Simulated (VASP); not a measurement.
# Zn: single point with LDA

Crystal: Zn.

```
Zn
1.0
     2.26817   -1.30849    0.00000
     2.26817    1.30849    0.00000
    -1.59172    0.00000    7.30041
Zn
3
Direct
  0.77802 0.77802 0.33450
  0.22198 0.22198 0.66550
  0.00000 0.00000 0.00000
```

| Quantity | Value |
| --- | --- |
| Program | VASP 6.6.1 |
| Task | single point |
| Functional | LDA |
| Potentials or basis | VASP PAW LDA potentials, release 64 (Zn) |
| Cutoff | 520 eV |
| k mesh | 12 × 12 × 4 |
| Occupations | fermi-dirac, width 0.05 eV |
| Spin | no spin polarisation |

* Pressure: -4.8 GPa
* Largest force: 0.009 eV/Å
* Band gap on the k mesh: zero (bands 18 and 19 overlap by 4.37 eV)

Forces on the atoms (eV/Å):
```
Zn  -0.006  0.000 -0.007
Zn   0.006  0.000  0.007
Zn   0.000  0.000  0.000
```

Stress tensor (GPa, compression positive):
```
-6.71  0.00 -0.50
 0.00 -7.59  0.00
-0.50  0.00 -0.24
```

Levels at points of the mesh, in eV from the Fermi level:
| k point | band 14 | band 15 | band 16 | band 17 | band 18 | band 19 | band 20 | band 21 | band 22 | band 23 |
| --- | --- | --- | --- | --- | --- | --- | --- | --- | --- | --- |
| (0.00, 0.00, 0.00) | -7.36 | -7.36 | -7.35 | -7.11 | -7.07 | 1.58 | 1.64 | 13.90 | 17.76 | 18.42 |
| (0.50, 0.00, 0.00) | -7.10 | -7.10 | -3.00 | -2.31 | -1.76 | 0.47 | 1.08 | 1.96 | 6.56 | 7.74 |
| (0.50, 0.50, 0.00) | -7.11 | -7.10 | -2.67 | -2.50 | -2.02 | -0.37 | 2.04 | 3.54 | 4.43 | 6.44 |
| (0.00, 0.00, 0.50) | -7.46 | -7.45 | -7.31 | -7.30 | -3.93 | -3.13 | 7.92 | 8.01 | 17.98 | 18.01 |
| (0.50, 0.00, 0.50) | -7.11 | -7.10 | -2.71 | -2.46 | -2.02 | -0.24 | 1.86 | 3.35 | 4.68 | 6.68 |
| (0.50, 0.50, 0.50) | -7.10 | -7.10 | -3.02 | -2.34 | -1.67 | 0.61 | 0.90 | 1.77 | 6.83 | 8.00 |

It took 2.6 min on 1 thread of Intel Xeon 8259CL, with other jobs on the host, peak memory 0.24 GiB.

Caveat: the cell stands under tension.
